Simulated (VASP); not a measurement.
# Al4Pt (P-3m1) in VASP: further runs

Al4Pt is run at these levels: PBE; tasks: single point, relaxation of cell and atoms.

Program: VASP 6.6.1. These are calculated values, not measurements. Logs are shortened: lines on timing, memory, paths and dates and some standing lists are left out, and cuts for length are marked.

## Step 1: The cell of the first run

It takes space group P-3m1 (No. 164, trigonal). The conventional cell has a = 2.934 Å, b = 2.934 Å, c = 9.436 Å, α = 90.00°, β = 90.00°, γ = 120.00°. Within 2.8 Å of Al (site symmetry 3m) lie 3 Pt at 2.11 Å. Within 3.8 Å of Al (site symmetry 3m) lie 12 Al at 2.85 to 2.93 Å. Within 2.8 Å of Pt (site symmetry -3m) lie 6 Al at 2.11 Å.

## Step 2: Single point, PBE

File INCAR:

```
PREC = Accurate ; ENCUT = 520
EDIFF = 1E-6 ; ISMEAR = 0
SIGMA = 0.1 ; LREAL = F
LASPH = T ; NELM = 80
ALGO = Normal ; ISIF = 2
LWAVE = F ; LCHARG = F
GGA = PE ; NBANDS = 19
```

File KPOINTS:

```
regular mesh
0
Gamma
  6 6 2
```

File POSCAR:

```
Al4Pt
1.0
    2.9344401100      0.0000000000      0.0000000000
   -1.4672200600      2.5412996800      0.0000000000
    0.0000000000      0.0000000000      9.4356375600
Al Pt
4 1
Direct
    0.3333333300      0.6666666700      0.8658552800
    0.3333333300      0.6666666700      0.3767953500
    0.6666666700      0.3333333300      0.1341447200
    0.6666666700      0.3333333300      0.6232046500
    0.0000000000      0.0000000000      0.0000000000
```

Potentials or basis: VASP PAW PBE potentials, release 64 (Al, Pt).

Command:

```sh
$ cat potpaw_PBE.64/Al/POTCAR potpaw_PBE.64/Pt/POTCAR > POTCAR
$ mpirun -np 1 vasp_std > vasp.out
```

OUTCAR:

```text
PREC = Accurate
   ENCUT = 520
   EDIFF = 1E-6
   ISMEAR = 0
   LREAL = F
   LASPH = T
   NELM = 80
   ISIF = 2
   GGA = PE

 ion  position               nearest neighbor table
   1  0.333  0.667  0.866-   5 2.11   5 2.11   5 2.11   4 2.85   4 2.85   4 2.85   3 3.05   3 3.05
                             3 3.05
   2  0.333  0.667  0.377-   3 2.85   3 2.85   3 2.85   4 2.88   4 2.88   4 2.88
   3  0.667  0.333  0.134-   5 2.11   5 2.11   5 2.11   2 2.85   2 2.85   2 2.85   1 3.05   1 3.05
                             1 3.05
   4  0.667  0.333  0.623-   1 2.85   1 2.85   1 2.85   2 2.88   2 2.88   2 2.88
   5  0.000  0.000  0.000-   1 2.11   3 2.11   3 2.11   1 2.11   3 2.11   1 2.11

  LATTYP: Found a hexagonal cell.
 ALAT       =     2.9344401100
 C/A-ratio  =     3.2154813887

  Lattice vectors:

 A1 = (   2.9344401100,   0.0000000000,   0.0000000000)
 A2 = (  -1.4672200600,   2.5412996800,   0.0000000000)
 A3 = (   0.0000000000,   0.0000000000,   9.4356375600)

Analysis of symmetry for initial positions (statically):
=====================================================================
 Subroutine PRICEL returns:
 Original cell was already a primitive cell.

 Routine SETGRP: Setting up the symmetry group for a
 hexagonal supercell.

 Subroutine GETGRP returns: Found 12 space group operations
 (whereof 12 operations were pure point group operations)
 out of a pool of 24 trial point group operations.

The static configuration has the point symmetry D_3d.

Analysis of symmetry for dynamics (positions and initial velocities):
=====================================================================
 Subroutine PRICEL returns:
 Original cell was already a primitive cell.

 Routine SETGRP: Setting up the symmetry group for a
 hexagonal supercell.

 Subroutine GETGRP returns: Found 12 space group operations
 (whereof 12 operations were pure point group operations)
 out of a pool of 24 trial point group operations.

The dynamic configuration has the point symmetry D_3d.

 Subroutine INISYM returns: Found 12 space group operations
 (whereof 12 operations are pure point group operations),
 and found     1 'primitive' translations

----------------------------------------------------------------------------------------

[... 79 lines left out ...]
   ISTART =      0    job   : 0-new  1-cont  2-samecut
   ICHARG =      2    charge: 1-file 2-atom 10-const
   ISPIN  =      1    spin polarized calculation?
   LNONCOLLINEAR =      F non collinear calculations
   LSORBIT =      F    spin-orbit coupling
   LASPH  =      T    aspherical Exc in radial PAW
   ENCUT  =  520.0 eV  38.22 Ry    6.18 a.u.   5.46  5.46 17.54*2*pi/ulx,y,z
   NELM   =     80;   NELMIN=  2; NELMDL= -5     # of ELM steps
   EDIFF  = 0.1E-05   stopping-criterion for ELM
   LREAL  =      F    real-space projection
[... 7 lines left out ...]
   TEBEG  =    0.0;   TEEND  =   0.0 temperature during run
   PSTRESS=    0.0 pullay stress
   NELECT =      22.0000    total number of electrons
   NUPDOWN=      -1.0000    fix difference up-down
   EMIN   =  10.00;   EMAX   =-10.00  energy-range for DOS
   EFERMI =   0.00;   METHOD = LEGACY
   ISMEAR =     0;   SIGMA  =   0.10  broadening in eV -4-tet -1-fermi 0-gaus
   EFERMI_NEDOS =   21; number of points for ismear=-14 and -15
   IALGO  =     38    algorithm
   IMIX   =      4    mixing-type and parameters
     AMIX     =   0.40;   BMIX     =  1.00
     AMIX_MAG =   1.60;   BMIX_MAG =  1.00
  volume/ion in A,a.u.               =      14.07        94.97
  Fermi-wavevector in a.u.,A,eV,Ry     =   1.111130  2.099732 16.797892  1.234610
  Thomas-Fermi vector in A             =   2.247690
   LORBIT       =      0    0 simple, 1 ext, 2 COOP (PROOUT), +10 PAW based schemes
   GGA     = PE    functional components
   LHFCALC =     F    Hartree Fock is set to
   AEXX    =    0.0000 exact exchange contribution
   IVDW    =     0    specifies the selected vdW correction
   LEPSILON=     F    determine dielectric tensor
   LRPA    =     F    only Hartree local field effects (RPA)
 non-spin polarized calculation
 Gauss-broadening in eV      SIGMA  =   0.10
  energy-cutoff  :      520.00
  volume of cell :       70.36
 maximum number of plane-waves:      1932
 NGX is ok and might be reduce to    24
   NGX = 11   NGY = 11   NGZ = 35

 number of electron      21.9999998 magnetization

 Free energy of the ion-electron system (eV)
  ---------------------------------------------------
  ext. energy  EPLUGINS =         0.00000000
  ---------------------------------------------------
  free energy    TOTEN  =       -15.26380792 eV

  energy without entropy =      -15.25600605  energy(sigma->0) =      -15.25990698

 E-fermi :  10.7763     XC(G=0): -11.2387

 val. band max:       10.6932016300   @ k =   0.3333   0.0000   0.5000
 cond. band min:      10.8519965926   @ k =   0.3333   0.1667   0.5000
 fundamental gap:      0.1587949626
 Fermi energy:        10.7763255003

 k-point     1 :       0.0000    0.0000    0.0000
  band No.  band energies     occupation
      1      -3.0477      2.00000
      2       0.3016      2.00000
      3       0.8543      2.00000
      4       2.3172      2.00000
      5       3.1040      2.00000
      6       3.1040      2.00000
[... 285 lines left out ...]
      6       7.5970      2.00000
[... 11 lines left out ...]
     18      16.9080      0.00000
     19      16.9101      0.00000

------------------------ aborting loop because EDIFF is reached ----------------------------------------

  FORCE on cell =-STRESS in cart. coord.  units (eV):
  Direction    XX          YY          ZZ          XY          YZ          ZX
  --------------------------------------------------------------------------------------
  -------------------------------------------------------------------------------------
  Total       32.6826690     32.6826690     30.1905429     -0.0000001      0.0000000      0.0000000
  in kB      744.1760953    744.1760946    687.4310159     -0.0000015      0.0000000      0.0000000
  external PRESSURE =     725.2610686 kB  Pullay stress =       0.0000000 kB

 VOLUME and BASIS-vectors are now :
 -----------------------------------------------------------------------------
  energy-cutoff  :      520.00
  volume of cell :       70.36
      direct lattice vectors                 reciprocal lattice vectors
     2.934440110  0.000000000  0.000000000     0.340780511  0.196749720  0.000000000
    -1.467220060  2.541299680  0.000000000     0.000000000  0.393499440  0.000000000
     0.000000000  0.000000000  9.435637560     0.000000000  0.000000000  0.105981180

 POSITION                                       TOTAL-FORCE (eV/Angst)
 -----------------------------------------------------------------------------------
     -0.00000      1.69420      8.16990         0.000000     -0.000000    -11.568168
     -0.00000      1.69420      3.55530        -0.000000      0.000000      0.486920
      1.46722      0.84710      1.26574         0.000000      0.000000     11.568168
      1.46722      0.84710      5.88033        -0.000000      0.000000     -0.486920
      0.00000      0.00000      0.00000         0.000000      0.000000      0.000000
 -----------------------------------------------------------------------------------
    total drift:                               -0.000000     -0.000000     -0.000000

  FREE ENERGIE OF THE ION-ELECTRON SYSTEM (eV)
  ---------------------------------------------------
  free  energy   TOTEN  =       -15.2638079175 eV

  energy  without entropy=      -15.2560060488  energy(sigma->0) =      -15.25990698
```

It took 8.3 s on 1 thread of Intel Xeon 6975P-C (Granite Rapids), shared host; peak memory 0.19 GiB.

Results:

| Item | Value |
| --- | --- |
| Free energy | -15.2638 eV |
| Pressure | 72.5 GPa |
| Largest force | 11.568 eV/Å |
| Band gap on the k mesh | zero (band 11 reaches 13.88 eV, above the bottom of band 12 at 9.25 eV) |

Forces in eV/Å, atoms in the order of the input:
```
Al    0.000   0.000 -11.568
Al    0.000   0.000   0.487
Al    0.000   0.000  11.568
Al    0.000   0.000  -0.487
Pt    0.000   0.000   0.000
```

Caveat: the k points lie up to 0.41 Å⁻¹ apart; spin-orbit coupling is left out, which moves the levels of the heavy elements; forces of over 1 eV/Å act on the atoms, so gaps and moduli don't describe the material at rest.

## Step 3: Single point, PBE

This run uses another cell than the first one, of 16.20 Å³/atom, 1.151 times its volume.

File INCAR:

```
SYSTEM = Al4Pt
  PREC = Accurate
  ENCUT = 520
  EDIFF = 1E-6
  ISMEAR = 0
  SIGMA = 0.1
  LREAL = .FALSE.
  LASPH = .TRUE.
  NELM = 60
  ALGO = Normal
  ISIF = 2
  LWAVE = .FALSE.
  LCHARG = .FALSE.
  GGA = PE
  NBANDS = 19
```

File KPOINTS:

```
Automatic mesh
0
G
  6 6 2
  0 0 0
```

File POSCAR:

```
Al4Pt
1.0
    2.8805833666      0.0000000028      0.0000000000
   -1.4402916858      2.4946583718      0.0000000000
    0.0000000000      0.0000000000     11.2708086785
Al Pt
4 1
Direct
    0.3333333333      0.6666666667      0.8164129386
    0.3333333333      0.6666666667      0.3895006779
    0.6666666667      0.3333333333      0.1835870614
    0.6666666667      0.3333333333      0.6104993221
    0.0000000000      0.0000000000      0.0000000000
```

Potentials or basis: VASP PAW PBE potentials, release 64 (Al, Pt).

Command:

```sh
$ cat potpaw_PBE.64/Al/POTCAR potpaw_PBE.64/Pt/POTCAR > POTCAR
$ mpirun -np 1 vasp_std > vasp.out
```

Run time: 11 s. Hardware: 1 thread of Intel Xeon 6975P-C (Granite Rapids), shared host; peak memory 0.2 GiB.

Results (log left out):

- Free energy: -22.5483 eV
- Pressure: 0.0 GPa
- Largest force: 0.005 eV/Å
- Band gap on the k mesh: zero (band 11 reaches 10.34 eV, above the bottom of band 12 at 7.92 eV)

Forces in eV/Å, atoms in the order of the input:
```
Al   0.000  0.000  0.005
Al   0.000  0.000 -0.003
Al   0.000  0.000 -0.005
Al   0.000  0.000  0.003
Pt   0.000  0.000  0.000
```

Levels at points of the mesh, in eV from the Fermi level:
```csv
k point,band 7,band 8,band 9,band 10,band 11,band 12,band 13,band 14,band 15,band 16
"(0.00, 0.00, 0.00)",-3.79,-3.79,-2.33,-2.33,-0.55,1.37,6.91,8.93,10.83,10.83
"(0.50, 0.00, 0.00)",-3.25,-3.23,-3.06,-0.72,-0.70,-0.46,-0.10,1.73,2.45,5.09
"(0.00, 0.00, 0.50)",-3.79,-3.65,-2.33,-2.33,-1.99,3.17,4.96,10.38,10.74,10.74
"(0.50, 0.00, 0.50)",-3.06,-2.60,-2.56,-1.85,-1.22,-0.70,1.10,2.27,2.81,3.88
```

Caveat: the k points lie up to 0.42 Å⁻¹ apart; spin-orbit coupling is left out, which moves the levels of the heavy elements.

## Step 4: Relaxation of cell and atoms, PBE

File INCAR:

```
PREC = Accurate
ENCUT = 600
EDIFF = 1E-6
ISMEAR = 0
SIGMA = 0.1
LREAL = False
LASPH = True
NELM = 80
ALGO = Fast
ISIF = 3
LWAVE = False
LCHARG = False
GGA = PE
IBRION = 2
NSW = 90
EDIFFG = -0.04
```

File KPOINTS:

```
regular mesh
0
Gamma
  6 6 2
```

File POSCAR:

```
Al4Pt
1.0
    2.9344401100      0.0000000000      0.0000000000
   -1.4672200600      2.5412996800      0.0000000000
    0.0000000000      0.0000000000      9.4356375600
Al Pt
4 1
Direct
    0.3333333300      0.6666666700      0.8658552800
    0.3333333300      0.6666666700      0.3767953500
    0.6666666700      0.3333333300      0.1341447200
    0.6666666700      0.3333333300      0.6232046500
    0.0000000000      0.0000000000      0.0000000000
```

Command:

```sh
$ cat potpaw_PBE.64/Al/POTCAR potpaw_PBE.64/Pt/POTCAR > POTCAR
$ mpirun -np 1 vasp_std > vasp.out
```

Wall time 3.2 min (1 thread of Intel Xeon 6975P-C (Granite Rapids), shared host); peak memory 0.22 GiB.

It converged, with:

```yaml
Free_energy: -22.5465 eV
Relaxed_volume: 16.19 Å³/atom
Relaxed_cell: a = 2.881 Å, b = 2.881 Å, c = 11.260 Å, α = 90.00°, β = 90.00°, γ = 120.00°
Space_group_after_relaxing_to_0.05_Å: P-3m1 (No. 164)
Energy_gained_by_relaxing: 1456.4 meV/atom
Ionic_steps: 22
Pressure_after_relaxing: 0.1 GPa
Largest_force_after_relaxing: 0.015 eV/Å
Band_gap_on_the_k_mesh: zero (band 11 reaches 10.36 eV, above the bottom of band 12 at 7.94 eV)
```

Forces in eV/Å, atoms in the order of the input:
```
Al   0.000  0.000  0.007
Al   0.000  0.000  0.015
Al   0.000  0.000 -0.007
Al   0.000  0.000 -0.015
Pt   0.000  0.000  0.000
```

Stress tensor (GPa, compression positive):
```
-0.04  0.00  0.00
 0.00 -0.04  0.00
 0.00  0.00  0.26
```

The path:
```tsv
step	energy change (eV)	largest force (eV/Å)	pressure (GPa)	volume (Å³)
1	0.0000	11.5686	72.55	70.36
2	-0.7940	1.3494	-12.71	157.24
3	-1.9595	1.1752	3.43	99.88
4	-5.4818	0.9959	-12.40	109.84
5	-6.1713	0.3720	-9.20	102.44
6	-6.2680	0.3297	-8.18	100.78
7	-6.5898	0.9737	2.04	88.11
8	-6.5975	0.7917	0.34	89.60
9	-6.7449	0.8395	0.21	87.75
10	-7.1486	0.4403	1.55	82.06
11	-6.2652	0.8790	19.81	70.26
12	-7.2133	0.3353	2.36	80.25
13	-7.2166	0.2820	4.96	77.23
14	-7.2365	0.2666	3.36	78.79
15	-7.1799	0.4773	-4.72	84.07
16	-7.2729	0.1728	-0.26	80.75
17	-7.2729	0.1724	-0.14	80.69
18	-7.2775	0.1181	0.14	80.52
19	-7.2794	0.0625	0.49	80.34
20	-7.2815	0.0747	-0.30	81.04
21	-7.2815	0.0741	-0.29	81.02
22	-7.2822	0.0154	0.06	80.93
```

Final structure:
```xyz
5
Lattice="2.8809 0.0000 0.0000 -1.4404 2.4949 0.0000 0.0000 0.0000 11.2603" Properties=species:S:1:pos:R:3 pbc="T T T"
Al    0.0000    1.6633    9.1931
Al    0.0000    1.6633    4.3836
Al    1.4404    0.8316    2.0671
Al    1.4404    0.8316    6.8766
Pt    0.0000    0.0000    0.0000
```

Levels at points of the mesh, in eV from the Fermi level:
| k point | band 9 | band 10 | band 11 | band 12 | band 13 | band 14 |
| --- | --- | --- | --- | --- | --- | --- |
| (0.00, 0.00, 0.00) | -2.33 | -2.33 | -0.53 | 1.39 | 6.93 | 8.96 |
| (0.50, 0.00, 0.00) | -3.07 | -0.72 | -0.70 | -0.46 | -0.10 | 1.74 |
| (0.00, 0.00, 0.50) | -2.33 | -2.33 | -1.98 | 3.19 | 4.98 | 10.73 |
| (0.50, 0.00, 0.50) | -2.56 | -1.85 | -1.22 | -0.70 | 1.10 | 2.27 |

Caveat: the k points lie up to 0.42 Å⁻¹ apart in the final cell; the volume moved by over 15 % at a fixed basis, so the end points are rough; spin-orbit coupling is left out, which moves the levels of the heavy elements.

## Step 5: Single point, PBE

This run uses another cell than the first one, of 16.15 Å³/atom, 1.148 times its volume.

File INCAR:

```
PREC = Accurate ; ENCUT = 520
EDIFF = 1E-6 ; ISMEAR = 0
SIGMA = 0.1 ; LREAL = False
LASPH = True ; NELM = 80
ALGO = Fast ; ISIF = 2
LWAVE = False ; LCHARG = True
GGA = PE ; LELF = True
LVHAR = True ; NBANDS = 19
```

File KPOINTS:

```
Automatic mesh
0
Gamma
  12 12 4
```

File POSCAR:

```
Al4Pt
1.0
    2.9092179064      0.0000000000      0.0000000000
   -1.4546089532      2.5194566121      0.0000000000
    0.0000000000      0.0000000000     11.0179863325
Al Pt
4 1
Direct
    0.3333333333      0.6666666667      0.8152564554
    0.3333333333      0.6666666667      0.3940752652
    0.6666666667      0.3333333333      0.1847435446
    0.6666666667      0.3333333333      0.6059247348
    0.0000000000      0.0000000000      0.0000000000
```

Command:

```sh
$ cat potpaw_PBE.64/Al/POTCAR potpaw_PBE.64/Pt/POTCAR > POTCAR
$ mpirun -np 1 vasp_std > vasp.out
```

Run time: 52 s. Hardware: 1 thread of Intel Xeon 6975P-C (Granite Rapids), shared host; peak memory 0.27 GiB.

The run converged. Its results:

```yaml
Free_energy: -22.5254 eV
Pressure: -0.1 GPa
Largest_force: 0.007 eV/Å
Band_gap_on_the_k_mesh: zero (band 11 reaches 10.56 eV, above the bottom of band 12 at 7.89 eV)
```

Forces on the atoms (eV/Å):
```
Al   0.000  0.000  0.007
Al   0.000  0.000 -0.001
Al   0.000  0.000 -0.007
Al   0.000  0.000  0.001
Pt   0.000  0.000  0.000
```

Levels at points of the mesh, in eV from the Fermi level:
| k point | band 7 | band 8 | band 9 | band 10 | band 11 | band 12 | band 13 | band 14 | band 15 | band 16 |
| --- | --- | --- | --- | --- | --- | --- | --- | --- | --- | --- |
| (0.00, 0.00, 0.00) | -3.72 | -3.72 | -2.38 | -2.38 | -0.02 | 1.86 | 7.61 | 9.67 | 10.31 | 10.31 |
| (0.50, 0.00, 0.00) | -3.33 | -3.22 | -3.10 | -0.74 | -0.53 | -0.42 | -0.07 | 2.01 | 2.36 | 5.41 |
| (0.00, 0.00, 0.50) | -3.72 | -3.41 | -2.38 | -2.38 | -1.53 | 3.73 | 5.68 | 10.24 | 10.24 | 10.86 |
| (0.50, 0.00, 0.50) | -3.10 | -2.58 | -2.50 | -1.81 | -1.22 | -0.74 | 1.17 | 2.39 | 3.10 | 4.04 |

Caveat: spin-orbit coupling is left out, which moves the levels of the heavy elements.

[end of part 1 of 2]
